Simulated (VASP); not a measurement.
# C (P-1) in VASP: a series of runs

The runs below take C through single point, with PBEsol+D3(BJ).

All numbers are computed with VASP 6.6.1; they aren't measurements. Logs are shortened: lines on timing, memory, paths and dates and some standing lists are left out, and cuts for length are marked.

## Step 1: The cell of the first run

The typed cell holds 10 atoms: a = 3.577 Å, b = 2.458 Å, c = 9.984 Å, α = 99.45°, β = 82.85°, γ = 90.00°.

## Step 2: Single point, PBEsol+D3(BJ)

INCAR reads:

```
SYSTEM = C
ALGO     = Normal         ! electronic algorithm
EDIFF    = 1E-7           ! SCF threshold, eV
ENCUT    = 520            ! plane-wave cutoff, eV
GGA      = PS             ! functional
ISIF     = 2              ! what is computed and relaxed
ISMEAR   = 0              ! smearing method
IVDW     = 12             ! dispersion correction
LASPH    = .TRUE.         ! aspherical terms in the spheres
LCHARG   = .FALSE.        ! write CHGCAR
LREAL    = .FALSE.        ! projectors in reciprocal space
LWAVE    = .FALSE.        ! write WAVECAR
NBANDS   = 31             ! bands
NELM     = 80             ! most SCF steps
PREC     = Accurate       ! precision mode
SIGMA    = 0.05           ! smearing width, eV
```

KPOINTS reads:

```
k-points
0
G
  8 11 3
  0 0 0
```

POSCAR reads:

```
C
1.0
    0.0000000000      1.4191802056     -3.2829684911
   -2.4580922212      0.0000000000      0.0000000000
    1.6387281475      9.4612013708      2.7358070759
C
10
Direct
    0.4224436901      0.1777556310      0.8666334465
    0.7557770234      0.6444222977      0.0666334465
    0.9224436900      0.2777556310      0.2666334465
    0.0891103567      0.9110889643      0.4666334465
    0.2557770234      0.5444222977      0.6666334465
    0.8108896433      0.1889110357      0.1333665535
   -0.0224436900      0.8222443690      0.3333665535
    0.1442229766      0.4555777023      0.5333665535
    0.3108896433      1.0889110357      0.7333665535
    0.4775563100      0.7222443690      0.9333665535
```

Potentials or basis: VASP PAW PBE potentials, release 64 (C).

Run with:

```bash
cat potpaw_PBE.64/C/POTCAR > POTCAR
mpirun -np 1 vasp_std > vasp.out
```

OUTCAR:

```text
SYSTEM = C
   EDIFF = 1E-7
   ENCUT = 520
   GGA = PS
   ISIF = 2
   ISMEAR = 0
   IVDW = 12
   LASPH = .TRUE.
   LREAL = .FALSE.
   NELM = 80
   PREC = Accurate
 IVDW          = 12

 ion  position               nearest neighbor table
   1  0.422  0.178  0.867-  10 1.42  10 1.42   9 1.42
   2  0.756  0.644  0.067-   6 1.42   6 1.42  10 1.79
   3  0.922  0.278  0.267-   7 1.42   7 1.42   6 1.42
   4  0.089  0.911  0.467-   8 1.42   8 1.42   7 1.42
   5  0.256  0.544  0.667-   9 1.42   9 1.42   8 1.42
   6  0.811  0.189  0.133-   2 1.42   2 1.42   3 1.42
   7  0.978  0.822  0.333-   3 1.42   3 1.42   4 1.42
   8  0.144  0.456  0.533-   4 1.42   4 1.42   5 1.42
   9  0.311  0.089  0.733-   5 1.42   5 1.42   1 1.42
  10  0.478  0.722  0.933-   1 1.42   1 1.42   2 1.79

  LATTYP: Found a triclinic cell.
 ALAT       =     3.5765842042
 B/A-ratio  =     1.2134022927
 C/A-ratio  =     2.7915483165
 COS(alpha) =     0.0096339284
 COS(beta)  =     0.1244934486
 COS(gamma) =     0.8241289851

  Lattice vectors:

 A1 = (   0.0000000000,   1.4191802056,  -3.2829684911)
 A2 = (  -2.4580922212,   1.4191802056,  -3.2829684911)
 A3 = (   1.6387281475,   9.4612013708,   2.7358070759)

Analysis of symmetry for initial positions (statically):
=====================================================================
 Subroutine PRICEL returns:
 Original cell was already a primitive cell.

 Routine SETGRP: Setting up the symmetry group for a
 triclinic supercell.

 Subroutine GETGRP returns: Found  2 space group operations
 (whereof  1 operations were pure point group operations)
 out of a pool of  2 trial point group operations.

The static configuration has the point symmetry C_1 .
 The point group associated with its full space group is S_2 .

Analysis of symmetry for dynamics (positions and initial velocities):
=====================================================================
 Subroutine PRICEL returns:
 Original cell was already a primitive cell.

 Routine SETGRP: Setting up the symmetry group for a
 triclinic supercell.

 Subroutine GETGRP returns: Found  2 space group operations
 (whereof  1 operations were pure point group operations)
 out of a pool of  2 trial point group operations.

The dynamic configuration has the point symmetry C_1 .
 The point group associated with its full space group is S_2 .

 Subroutine INISYM returns: Found  2 space group operations
 (whereof  1 operations are pure point group operations),
 and found     1 'primitive' translations

----------------------------------------------------------------------------------------

                                     Primitive cell

  volume of cell :      85.8942

  direct lattice vectors                    reciprocal lattice vectors
     0.000000000  1.419180206 -3.282968491     0.000000000  0.078292461 -0.270757667
    -2.458092221  0.000000000  0.000000000    -0.406819562  0.062633969  0.027075767
     1.638728147  9.461201371  2.735807076     0.000000000  0.093950953  0.040613650

  length of vectors
     3.576584204  2.458092221  9.984207614     0.281850002  0.412502445  0.102353555

  position of ions in fractional coordinates (direct lattice)
     0.422443690  0.177755631  0.866633447
     0.755777023  0.644422298  0.066633446
     0.922443690  0.277755631  0.266633447
     0.089110357  0.911088964  0.466633446
     0.255777023  0.544422298  0.666633447
     0.810889643  0.188911036  0.133366553
     0.977556310  0.822244369  0.333366553
     0.144222977  0.455577702  0.533366554
     0.310889643  0.088911036  0.733366553
     0.477556310  0.722244369  0.933366554

  ion indices of the primitive-cell ions
   primitive index   ion index
                 1           1
                 2           2
                 3           3
                 4           4
                 5           5
                 6           6
                 7           7
                 8           8
                 9           9
                10          10

----------------------------------------------------------------------------------------

 KPOINTS: k-points

Automatic generation of k-mesh.
 Grid dimensions read from file:
 generate k-points for:    8   11    3

 Generating k-lattice:

  Cartesian coordinates                     Fractional coordinates (reciprocal lattice)
     0.000000000  0.009786558 -0.033844708     0.125000000  0.000000000  0.000000000
    -0.036983597  0.005693997  0.002461433     0.000000000  0.090909091 -0.000000000
     0.000000000  0.031316984  0.013537883     0.000000000  0.000000000  0.333333333

  Length of vectors
     0.035231250  0.037500222  0.034117852

  Shift w.r.t. Gamma in fractional coordinates (k-lattice)
     0.000000000  0.000000000  0.000000000

 Subroutine IBZKPT returns following result:
 ===========================================

 Found    133 irreducible k-points:

 Following reciprocal coordinates:
            Coordinates               Weight
  0.000000  0.000000  0.000000      1.000000
  0.125000  0.000000 -0.000000      2.000000
  0.250000  0.000000 -0.000000      2.000000
  0.375000  0.000000 -0.000000      2.000000
  0.500000  0.000000 -0.000000      1.000000
  0.000000  0.090909  0.000000      2.000000
[... 16 lines left out ...]
  0.125000  0.272727  0.000000      2.000000
  0.250000  0.272727  0.000000      2.000000
 [... further k-points ...]
   k-points           NKPTS =    133   k-points in BZ     NKDIM =    133   number of bands    NBANDS=     31
   number of dos      NEDOS =    301   number of ions     NIONS =     10
   total plane-waves  NPLWV =  40320
   dimension x,y,z NGX =    28 NGY =   18 NGZ =   80
   dimension x,y,z NGXF=    56 NGYF=   36 NGZF=  160
   ions per type =              10
   NGX,Y,Z   is equivalent  to a cutoff of  13.01, 12.17, 13.32 a.u.
   NGXF,Y,Z  is equivalent  to a cutoff of  26.03, 24.35, 26.64 a.u.
 SYSTEM =  C
   PREC   = accura    normal or accurate (medium, high low for compatibility)
   ISTART =      0    job   : 0-new  1-cont  2-samecut
   ICHARG =      2    charge: 1-file 2-atom 10-const
   ISPIN  =      1    spin polarized calculation?
   LNONCOLLINEAR =      F non collinear calculations
   LSORBIT =      F    spin-orbit coupling
   LASPH  =      T    aspherical Exc in radial PAW
   ENCUT  =  520.0 eV  38.22 Ry    6.18 a.u.   6.65  4.57 18.56*2*pi/ulx,y,z
   NELM   =     80;   NELMIN=  2; NELMDL= -5     # of ELM steps
   EDIFF  = 0.1E-06   stopping-criterion for ELM
   LREAL  =      F    real-space projection
   EDIFFG = 0.1E-05   stopping-criterion for IOM
   NSW    =      0    number of steps for IOM
   IBRION =     -1    ionic relax: 0-MD 1-quasi-New 2-CG
   NFREE  =      0    steps in history (QN), initial steepest desc. (CG)
   ISIF   =      2    stress and relaxation
   ISYM   =      2    0-nonsym 1-usesym 2-fastsym
   POTIM  = 0.5000    time-step for ionic-motion
   TEBEG  =    0.0;   TEEND  =   0.0 temperature during run
   PSTRESS=    0.0 pullay stress
   NELECT =      40.0000    total number of electrons
   NUPDOWN=      -1.0000    fix difference up-down
   EMIN   =  10.00;   EMAX   =-10.00  energy-range for DOS
   EFERMI =   0.00;   METHOD = LEGACY
   ISMEAR =     0;   SIGMA  =   0.05  broadening in eV -4-tet -1-fermi 0-gaus
   EFERMI_NEDOS =   21; number of points for ismear=-14 and -15
   IALGO  =     38    algorithm
   IMIX   =      4    mixing-type and parameters
     AMIX     =   0.40;   BMIX     =  1.00
     AMIX_MAG =   1.60;   BMIX_MAG =  1.00
  volume/ion in A,a.u.               =       8.59        57.96
  Fermi-wavevector in a.u.,A,eV,Ry     =   1.268938  2.397944 21.908137  1.610203
  Thomas-Fermi vector in A             =   2.402006
   LORBIT       =      0    0 simple, 1 ext, 2 COOP (PROOUT), +10 PAW based schemes
   GGA     = PS    functional components
   LHFCALC =     F    Hartree Fock is set to
   AEXX    =    0.0000 exact exchange contribution
   IVDW    =    12    specifies the selected vdW correction
   LEPSILON=     F    determine dielectric tensor
   LRPA    =     F    only Hartree local field effects (RPA)
 non-spin polarized calculation
 Gauss-broadening in eV      SIGMA  =   0.05
  energy-cutoff  :      520.00
  volume of cell :       85.89
 maximum number of plane-waves:      2333
   NGX = 13   NGY =  9   NGZ = 37

 number of electron      39.9999999 magnetization

 Free energy of the ion-electron system (eV)
  ---------------------------------------------------
  ext. energy  EPLUGINS =         0.00000000
  ---------------------------------------------------
  free energy    TOTEN  =       -94.23142530 eV

  energy without entropy =      -94.23142486  energy(sigma->0) =      -94.23142508

 E-fermi :   4.8116     XC(G=0): -10.8069

 val. band max:        4.6743527804   @ k =   0.0000   0.4545   0.3333
 cond. band min:       4.9429388062   @ k =   0.1250   0.3636   0.0000
 fundamental gap:      0.2685860259
 Fermi energy:         4.8115656936

 k-point     1 :       0.0000    0.0000    0.0000
  band No.  band energies     occupation
      1     -14.7343      2.00000
      2     -13.8874      2.00000
      3     -13.4337      2.00000
      4     -11.0795      2.00000
      5     -10.5106      2.00000
      6      -6.5755      2.00000
[... 23 lines left out ...]
     30      13.1213      0.00000
     31      13.5941      0.00000

 k-point     2 :       0.1250    0.0000   -0.0000
  band No.  band energies     occupation
      1     -14.6826      2.00000
      2     -13.8741      2.00000
      3     -13.3612      2.00000
      4     -11.1863      2.00000
      5     -10.3948      2.00000
      6      -6.8236      2.00000
[... 740 lines left out ...]
 k-point    24 :       0.2500    0.2727    0.0000
  band No.  band energies     occupation
      1     -13.1850      2.00000
      2     -12.7065      2.00000
      3     -11.5640      2.00000
      4     -10.5956      2.00000
      5      -8.5353      2.00000
      6      -6.9157      2.00000
[... 23 lines left out ...]
     30      13.9263      0.00000
     31      14.9417      0.00000

 [... further k-points ...]

------------------------ aborting loop because EDIFF is reached ----------------------------------------

 Edisp (eV)   -1.14414

 E8    (eV) :    -0.5562

  FORCE on cell =-STRESS in cart. coord.  units (eV):
  Direction    XX          YY          ZZ          XY          YZ          ZX
  --------------------------------------------------------------------------------------
  -------------------------------------------------------------------------------------
  Total      -1.24434    -6.06652    -0.64580    -6.54745     2.42595     1.35266
  in kB     -23.21050  -113.15841   -12.04613  -122.12908    45.25107    25.23097
  external pressure =      -49.47 kB  Pullay stress =        0.00 kB

 VOLUME and BASIS-vectors are now :
 -----------------------------------------------------------------------------
  energy-cutoff  :      520.00
  volume of cell :       85.89
      direct lattice vectors                 reciprocal lattice vectors
     0.000000000  1.419180206 -3.282968491     0.000000000  0.078292461 -0.270757667
    -2.458092221  0.000000000  0.000000000    -0.406819562  0.062633969  0.027075767
     1.638728147  9.461201371  2.735807076     0.000000000  0.093950953  0.040613650

 POSITION                                       TOTAL-FORCE (eV/Angst)
 -----------------------------------------------------------------------------------
      0.98324      8.79892      0.98407        -0.288576      1.152021     -0.143735
     -1.47486      1.70302     -2.29890        -3.266036     -2.698339      2.482531
     -0.24581      3.83179     -2.29890        -0.349294      0.323110     -0.370136
     -1.47486      4.54138      0.98407        -0.039328      0.122703      0.042539
     -0.24581      6.67015      0.98407        -0.029768      0.171068     -0.007355
     -0.24581      2.41261     -2.29726         0.288576     -1.152021      0.143735
     -1.47486      4.54138     -2.29726         0.029768     -0.171068      0.007355
     -0.24581      5.25097      0.98571         0.039328     -0.122703     -0.042539
      0.98324      7.37974      0.98571         0.349294     -0.323110      0.370136
     -0.24581      9.50851      0.98571         3.266036      2.698339     -2.482531
 -----------------------------------------------------------------------------------
    total drift:                                0.000002     -0.000001      0.000005

  FREE ENERGIE OF THE ION-ELECTRON SYSTEM (eV)
  ---------------------------------------------------
  free  energy   TOTEN  =       -95.3755623365 eV

  energy  without entropy=      -95.3755618916  energy(sigma->0) =      -95.37556211
```

It took 2.1 min on 1 thread of Intel Xeon 6975P-C (Granite Rapids), shared host; peak memory 0.34 GiB.

Results:

| Quantity | Value |
| --- | --- |
| Free energy | -95.3756 eV |
| Pressure | -4.9 GPa |
| Largest force | 4.910 eV/Å |
| Band gap on the k mesh | 0.27 eV, indirect (least direct gap 0.32 eV) |
| Dispersion energy per atom | -0.114 eV |

Forces on the atoms (eV/Å):
```
C   -0.289  1.152 -0.144
C   -3.266 -2.698  2.483
C   -0.349  0.323 -0.370
C   -0.039  0.123  0.043
C   -0.030  0.171 -0.007
C    0.289 -1.152  0.144
C    0.030 -0.171  0.007
C    0.039 -0.123 -0.043
C    0.349 -0.323  0.370
C    3.266  2.698 -2.483
```

Stress tensor (GPa, compression positive):
```
 -2.32 -12.21   2.52
-12.21 -11.32   4.53
  2.52   4.53  -1.20
```

Caveat: the PAW data sets were made with another functional, which shifts forces and pressure a little.

## Step 3: Single point, PBEsol+D3(BJ)

This run uses another cell than the first one, of the same volume but with other edges.

INCAR reads:

```
SYSTEM = C
PREC = Accurate
ENCUT = 520
EDIFF = 1E-6
ISMEAR = 0
SIGMA = 0.05
LREAL = .False.
LASPH = .True.
NELM = 80
ALGO = Normal
ISIF = 2
LWAVE = .False.
LCHARG = .True.
GGA = PS
IVDW = 12
LELF = .True.
LVHAR = .True.
NBANDS = 31
```

KPOINTS reads:

```
regular mesh
0
Gamma
  8 11 3
  0 0 0
```

POSCAR reads:

```
C
1.0
    0.0000000000      1.4191802056     -3.2829684911
   -2.4580922212      0.0000000000      0.0000000000
    3.2774562949     10.4073215078      0.5471614152
C
10
Direct
   -0.1553119409      0.7555112620      0.8666334465
    0.7113547257      0.6888445953      0.0666334465
    0.7446880590      0.4555112620      0.2666334465
   -0.2219786076      1.2221779287      0.4666334465
   -0.1886452743      0.9888445953      0.6666334465
    0.7219786076      0.2778220713      0.1333665535
   -0.2446880590      1.0444887380      0.3333665535
   -0.2113547257      0.8111554047      0.5333665535
   -0.1780213924      1.5778220713      0.7333665535
   -0.1446880590      1.3444887380      0.9333665535
```

Potentials or basis: VASP PAW PBE potentials, release 64 (C).

Run with:

```bash
cat potpaw_PBE.64/C/POTCAR > POTCAR
mpirun -np 1 vasp_std > vasp.out
```

Wall time 2.6 min (1 thread of Intel Xeon 6975P-C (Granite Rapids), shared host); peak memory 0.34 GiB.

Results (log left out):

| Item | Value |
| --- | --- |
| Free energy | -95.6413 eV |
| Pressure | 7.5 GPa |
| Largest force | 5.950 eV/Å |
| Band gap on the k mesh | 0.34 eV, direct |
| Dispersion energy per atom | -0.106 eV |

Forces in eV/Å, atoms in the order of the input:
```
C    0.070 -1.890 -1.218
C    3.872  4.236 -1.568
C    0.514 -0.084  0.516
C    0.041 -0.097 -0.047
C    0.025 -0.154  0.059
C   -0.070  1.890  1.218
C   -0.025  0.154 -0.059
C   -0.041  0.097  0.047
C   -0.514  0.084 -0.516
C   -3.872 -4.236  1.568
```

Stress tensor (GPa, compression positive):
```
 2.64 13.98  4.48
13.98 19.78  6.31
 4.48  6.31 -0.02
```

Levels at points of the mesh, in eV from the valence-band top:
```csv
k point,band 17,band 18,band 19,band 20,band 21,band 22,band 23,band 24
"(0.00, 0.00, 0.00)",-3.61,-3.59,-3.10,-1.51,2.43,2.70,4.14,5.48
"(0.50, 0.00, 0.00)",-3.70,-3.41,-3.14,-1.60,3.29,3.72,7.49,7.84
```

Caveat: the PAW data sets were made with another functional, which shifts forces and pressure a little. A k mesh can miss the band edges.
